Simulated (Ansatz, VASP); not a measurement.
HfVO4 in VASP and in Ansatz

```xyz
6
Lattice="0.0000 3.1408 3.1408 3.1408 0.0000 3.1408 3.1408 3.1408 0.0000" Properties=species:S:1:pos:R:3 pbc="T T T"
Hf    1.5704    1.5704    1.5704
V     0.0000    0.0000    0.0000
O     2.3562    2.3562    3.9254
O     2.3562    3.9254    2.3562
O     3.9254    2.3562    2.3562
O     3.9254    3.9254    3.9254
```

Change from the starting cell: species swapped into the ErCdCu4 type (F-43m, No. 216).

Alike in both runs: functional PBE; k mesh 10 × 10 × 10; occupations gaussian, width 0.1 eV; collinear spin.

Ansatz relaxed the structure, and its values are those at the end. VASP's run is a single point on that final structure, the one shown.

```csv
,VASP,Ansatz
version,VASP 6.6.1,Ansatz 0.2.0
potentials or method,"VASP PAW PBE potentials, release 64 (Hf_pv, V_sv, O), cutoff 520 eV","scalar-relativistic, plane waves, PAW"
valence electrons in the cell,47,63
```

```tsv
	VASP	Ansatz	Ansatz less VASP
gap on the k mesh at the Fermi level (eV)	none	none	-
pressure (GPa)	-1.7	0.0	+1.77
rms of the force components (eV/Å)	0.043	0.000	-0.0431
net moment per atom (μB)	0.59	0.89	+0.298
size of the moment on the site where the two differ most (μB)	0.02	0.47	+0.454
```

The net moments are unlike, so the other rows may belong to different states. Site moments also hang on the region over which each program counts them. A gap of «none» marks a metal or a gap that the smearing closes. VASP's potentials hold 47 valence electrons a cell and Ansatz's 63, so a difference there can come from the potentials and not from the codes.

Spin-orbit coupling is off throughout.
